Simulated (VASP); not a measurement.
A run of VASP 6.6.1:

INCAR

```
SYSTEM = ZnS
  PREC = Accurate
  ENCUT = 520
  EDIFF = 1E-6
  ISMEAR = -1
  SIGMA = 0.02
  LREAL = .False.
  LASPH = .True.
  NELM = 100
  ALGO = Normal
  ISIF = 2
  LWAVE = .False.
  LCHARG = .False.
  GGA = PE
  NBANDS = 26
```

Contents of KPOINTS:

```
Automatic mesh
0
Gamma
  12 12 4
  0 0 0
```

The input POSCAR:

```
ZnS
1.0
    3.8458061758      0.0000000000      0.0000000000
   -1.9229030879      3.3305658462      0.0000000000
    0.0000000000      0.0000000000      6.3041241513
Zn S
2 2
Direct
    0.3333333333      0.6666666667      0.0052034822
    0.6666666667      0.3333333333      0.5052034822
    0.3333333333      0.6666666667      0.3797965178
    0.6666666667      0.3333333333      0.8797965178
```

Potentials or basis: VASP PAW PBE potentials, release 64 (Zn, S).

Command:

```sh
$ cat potpaw_PBE.64/Zn/POTCAR potpaw_PBE.64/S/POTCAR > POTCAR
$ mpirun -np 1 vasp_std > vasp.out
```

Hardware: 1 thread of Intel(R) Xeon(R) Platinum 8259CL CPU @ 2.50GHz (Skylake/Cascade Lake), with other jobs on the host.

Task: Estimate the wall time of this run.

Result: It took 98 s on 1 thread of Intel(R) Xeon(R) Platinum 8259CL CPU @ 2.50GHz (Skylake/Cascade Lake) (shared host), peak memory 0.25 GiB. Counts: scf iterations 14, k points 57.
